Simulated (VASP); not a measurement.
# SiW12 in VASP: notebook, part 3 of 3

VASP 6.6.1. The steps go on from the part before.

## Step 4: Single point, PBE+D3(BJ)

The input, INCAR:

```
  PREC = Accurate
  ENCUT = 520
  EDIFF = 1E-6
  ISMEAR = 0
  SIGMA = 0.1
  LREAL = False
  LASPH = True
  NELM = 100
  ALGO = Normal
  ISIF = 2
  LWAVE = False
  LCHARG = False
  LDIPOL = True
  IDIPOL = 3
  DIPOL = 0.5 0.5 0.302
  GGA = PE
  IVDW = 12
  NBANDS = 98
```

The input, KPOINTS:

```
Automatic mesh
0
Gamma
  5 5 1
```

The input, POSCAR:

```
SiW12
1.0
    5.6644156868      0.0000000000      0.0000000000
    0.0000000000      5.6644156868      0.0000000000
    0.0000000000      0.0000000000     21.1500668291
W Si
12 1
Direct
    0.2500000000      0.2500000000      0.1891246979
    0.2500000000      0.7500000000      0.1891246979
    0.7500000000      0.2500000000      0.1891246979
    0.7500000000      0.7500000000      0.1891246979
    0.0000000000      0.0000000000      0.2848852803
    0.0000000000      0.5000000000      0.2848852803
    0.5000000000      0.0000000000      0.2848852803
    0.5000000000      0.5000000000      0.2848852803
    0.2500000000      0.2500000000      0.3806166143
    0.2500000000      0.7500000000      0.3806166143
    0.7500000000      0.2500000000      0.3806166143
    0.7500000000      0.7500000000      0.3806166143
    0.4166666667      0.5000000000      0.5130039029
```

Potentials or basis: VASP PAW PBE potentials, release 64 (W_sv, Si).

Started as:

```
> cat potpaw_PBE.64/W_sv/POTCAR potpaw_PBE.64/Si/POTCAR > POTCAR
> mpirun -np 1 vasp_std > vasp.out
```

OUTCAR:

```text
PREC = Accurate
   ENCUT = 520
   EDIFF = 1E-6
   ISMEAR = 0
   LREAL = False
   LASPH = True
   NELM = 100
   ISIF = 2
   GGA = PE
   IVDW = 12
 IVDW          = 12

 ion  position               nearest neighbor table
   1  0.250  0.250  0.189-   2 2.83   3 2.83   2 2.83   3 2.83   7 2.85   8 2.85   5 2.85   6 2.85

   2  0.250  0.750  0.189-   1 2.83   4 2.83   1 2.83   4 2.83   7 2.85   8 2.85   5 2.85   6 2.85

   3  0.750  0.250  0.189-   1 2.83   4 2.83   4 2.83   1 2.83   7 2.85   8 2.85   5 2.85   6 2.85
[... 4 lines left out ...]
                             1 2.85   2 2.85   3 2.85   4 2.85
   6  0.000  0.500  0.285-   5 2.83   8 2.83   5 2.83   8 2.83  11 2.85  12 2.85   9 2.85  10 2.85
                             1 2.85   2 2.85   3 2.85   4 2.85
   7  0.500  0.000  0.285-   5 2.83   8 2.83   8 2.83   5 2.83  11 2.85  12 2.85   9 2.85  10 2.85
                             1 2.85   2 2.85   3 2.85   4 2.85
   8  0.500  0.500  0.285-   6 2.83   7 2.83   7 2.83   6 2.83  11 2.85  12 2.85   9 2.85  10 2.85
                             1 2.85   2 2.85   3 2.85   4 2.85
   9  0.250  0.250  0.381-  10 2.83  11 2.83  10 2.83  11 2.83   5 2.85   6 2.85   7 2.85   8 2.85
                            13 3.28
  10  0.250  0.750  0.381-   9 2.83  12 2.83   9 2.83  12 2.83   5 2.85   6 2.85   7 2.85   8 2.85
                            13 3.28
  11  0.750  0.250  0.381-   9 2.83  12 2.83  12 2.83   9 2.83   5 2.85   6 2.85   7 2.85   8 2.85

  12  0.750  0.750  0.381-  10 2.83  11 2.83  11 2.83  10 2.83   5 2.85   6 2.85   7 2.85   8 2.85

  13  0.417  0.500  0.513-   9 3.28  10 3.28

  LATTYP: Found a simple tetragonal cell.
 ALAT       =     5.6644156868
 C/A-ratio  =     3.7338479375

  Lattice vectors:

 A1 = (   5.6644156868,   0.0000000000,   0.0000000000)
 A2 = (   0.0000000000,   5.6644156868,   0.0000000000)
 A3 = (   0.0000000000,   0.0000000000,  21.1500668291)

Analysis of symmetry for initial positions (statically):
=====================================================================
 Subroutine PRICEL returns:
 Original cell was already a primitive cell.

 Routine SETGRP: Setting up the symmetry group for a
 simple tetragonal supercell.

 Subroutine GETGRP returns: Found  2 space group operations
 (whereof  2 operations were pure point group operations)
 out of a pool of 16 trial point group operations.

The static configuration has the point symmetry C_1h.

Analysis of symmetry for dynamics (positions and initial velocities):
=====================================================================
 Subroutine PRICEL returns:
 Original cell was already a primitive cell.

 Routine SETGRP: Setting up the symmetry group for a
 simple tetragonal supercell.

 Subroutine GETGRP returns: Found  2 space group operations
 (whereof  2 operations were pure point group operations)
 out of a pool of 16 trial point group operations.

The dynamic configuration has the point symmetry C_1h.

 Subroutine INISYM returns: Found  2 space group operations
 (whereof  2 operations are pure point group operations),
 and found     1 'primitive' translations

----------------------------------------------------------------------------------------

                                     Primitive cell

  volume of cell :     678.6127

  direct lattice vectors                    reciprocal lattice vectors
     5.664415687  0.000000000  0.000000000     0.176540716  0.000000000  0.000000000
     0.000000000  5.664415687  0.000000000     0.000000000  0.176540716  0.000000000
[... 89 lines left out ...]
   ENCUT  =  520.0 eV  38.22 Ry    6.18 a.u.  10.53 10.53 39.33*2*pi/ulx,y,z
   NELM   =    100;   NELMIN=  2; NELMDL= -5     # of ELM steps
   EDIFF  = 0.1E-05   stopping-criterion for ELM
   LREAL  =      F    real-space projection
   EDIFFG = 0.1E-04   stopping-criterion for IOM
   NSW    =      0    number of steps for IOM
   IBRION =     -1    ionic relax: 0-MD 1-quasi-New 2-CG
   NFREE  =      0    steps in history (QN), initial steepest desc. (CG)
   ISIF   =      2    stress and relaxation
   ISYM   =      2    0-nonsym 1-usesym 2-fastsym
   POTIM  = 0.5000    time-step for ionic-motion
   TEBEG  =    0.0;   TEEND  =   0.0 temperature during run
   PSTRESS=    0.0 pullay stress
   NELECT =     172.0000    total number of electrons
   NUPDOWN=      -1.0000    fix difference up-down
   EMIN   =  10.00;   EMAX   =-10.00  energy-range for DOS
   EFERMI =   0.00;   METHOD = LEGACY
   ISMEAR =     0;   SIGMA  =   0.10  broadening in eV -4-tet -1-fermi 0-gaus
   EFERMI_NEDOS =   21; number of points for ismear=-14 and -15
   IALGO  =     38    algorithm
   IMIX   =      4    mixing-type and parameters
     AMIX     =   0.40;   BMIX     =  1.00
     AMIX_MAG =   1.60;   BMIX_MAG =  1.00
  volume/ion in A,a.u.               =      52.20       352.27
  Fermi-wavevector in a.u.,A,eV,Ry     =   1.036041  1.957834 14.604238  1.073381
  Thomas-Fermi vector in A             =   2.170413
   LORBIT       =      0    0 simple, 1 ext, 2 COOP (PROOUT), +10 PAW based schemes
   GGA     = PE    functional components
   LHFCALC =     F    Hartree Fock is set to
   AEXX    =    0.0000 exact exchange contribution
   IVDW    =    12    specifies the selected vdW correction
   LEPSILON=     F    determine dielectric tensor
   LRPA    =     F    only Hartree local field effects (RPA)
 non-spin polarized calculation
 Gauss-broadening in eV      SIGMA  =   0.10
  energy-cutoff  :      520.00
  volume of cell :      678.61
 maximum number of plane-waves:     18347
 NGX is ok and might be reduce to    42
   NGX = 21   NGY = 21   NGZ = 79

 dipolmoment           0.000000      0.000000      0.000775 electrons x Angstroem

 number of electron     171.9999987 magnetization

 dipolmoment           0.000000      0.000000     -0.012177 electrons x Angstroem

 Free energy of the ion-electron system (eV)
  ---------------------------------------------------
  ext. energy  EPLUGINS =         0.00000000
  ---------------------------------------------------
  free energy    TOTEN  =      -140.51491098 eV

  energy without entropy =     -140.39360336  energy(sigma->0) =     -140.45425717

 E-fermi :   0.2308     XC(G=0):  -5.4127

 val. band max:        0.2266857635   @ k =  -0.2000   0.4000   0.0000
 cond. band min:       0.2363783897   @ k =   0.0000   0.4000   0.0000
 fundamental gap:      0.0096926262
 Fermi energy:         0.2307522929

 k-point     1 :       0.0000    0.0000    0.0000
  band No.  band energies     occupation
      1     -73.7127      2.00000
      2     -73.6614      2.00000
      3     -73.6597      2.00000
      4     -73.6475      2.00000
      5     -73.6212      2.00000
      6     -73.5916      2.00000
[... 898 lines left out ...]
     97       1.1841      0.00000
     98       1.2835      0.00000

------------------------ aborting loop because EDIFF is reached ----------------------------------------

 vacuum level on the upper side and lower side of the slab       (xc-potential included)        -0.208        -0.119

 Edisp (eV)   -5.17063

 E8    (eV) :    -2.7374

  FORCE on cell =-STRESS in cart. coord.  units (eV):
  Direction    XX          YY          ZZ          XY          YZ          ZX
  --------------------------------------------------------------------------------------
  -------------------------------------------------------------------------------------
  Total     -36.14997   -35.90973    -8.14841     0.00000     0.00000    -0.30395
  in kB     -85.34864   -84.78143   -19.23808     0.00000     0.00000    -0.71760
  external pressure =      -63.12 kB  Pullay stress =        0.00 kB

 VOLUME and BASIS-vectors are now :
 -----------------------------------------------------------------------------
  energy-cutoff  :      520.00
  volume of cell :      678.61
      direct lattice vectors                 reciprocal lattice vectors
     5.664415687  0.000000000  0.000000000     0.176540716  0.000000000  0.000000000
     0.000000000  5.664415687  0.000000000     0.000000000  0.176540716  0.000000000
     0.000000000  0.000000000 21.150066829     0.000000000  0.000000000  0.047281174

 POSITION                                       TOTAL-FORCE (eV/Angst)
 -----------------------------------------------------------------------------------
      1.41610      1.41610      4.00000        -0.005324     -0.049335      0.123718
      1.41610      4.24831      4.00000        -0.005324      0.049335      0.123718
      4.24831      1.41610      4.00000         0.025828     -0.007314      0.066211
      4.24831      4.24831      4.00000         0.025828      0.007314      0.066211
      0.00000      0.00000      6.02534         0.003224      0.000000     -0.391371
      0.00000      2.83221      6.02534        -0.149033      0.000000     -0.300035
      2.83221      0.00000      6.02534         0.149381      0.000000     -0.320618
      2.83221      2.83221      6.02534         0.004144      0.000000     -0.076343
      1.41610      1.41610      8.05007         0.119456      0.161611      1.239250
      1.41610      4.24831      8.05007         0.119456     -0.161611      1.239250
      4.24831      1.41610      8.05007        -0.121993      0.096230      0.653451
      4.24831      4.24831      8.05007        -0.121993     -0.096230      0.653451
      2.36017      2.83221     10.85007        -0.043650      0.000000     -3.076893
 -----------------------------------------------------------------------------------
    total drift:                               -0.000008      0.000000     -0.000376

  FREE ENERGIE OF THE ION-ELECTRON SYSTEM (eV)
  ---------------------------------------------------
  free  energy   TOTEN  =      -145.6855372643 eV

  energy  without entropy=     -145.5642296471  energy(sigma->0) =     -145.62488346

 vacuum level on the upper side and lower side of the slab         4.672         4.771
```

Run time: 33 min. Hardware: 1 thread of Intel Xeon Platinum 8259CL at 2.50GHz (Skylake/Cascade Lake), shared host; peak memory 0.86 GiB.

What came out:

* Free energy: -145.6855 eV
* Largest force: 3.077 eV/Å
* Band gap on the k mesh: zero (band 86 reaches 0.32 eV, above the bottom of band 87 at 0.06 eV)
* Dispersion energy per atom: -0.398 eV

Forces on the atoms (eV/Å):
```
W   -0.005 -0.049  0.124
W   -0.005  0.049  0.124
W    0.026 -0.007  0.066
W    0.026  0.007  0.066
W    0.003  0.000 -0.391
W   -0.149  0.000 -0.300
W    0.149  0.000 -0.321
W    0.004  0.000 -0.076
W    0.119  0.162  1.239
W    0.119 -0.162  1.239
W   -0.122  0.096  0.653
W   -0.122 -0.096  0.653
Si  -0.044  0.000 -3.077
```

Levels at points of the mesh, in eV from the Fermi level:
```csv
k point,band 83,band 84,band 85,band 86,band 87,band 88,band 89,band 90
"(0.00, 0.00, 0.00)",-0.14,-0.14,-0.03,-0.02,0.23,0.35,0.64,0.90
```

Caveat: spin-orbit coupling is left out, which moves the levels of the heavy elements.
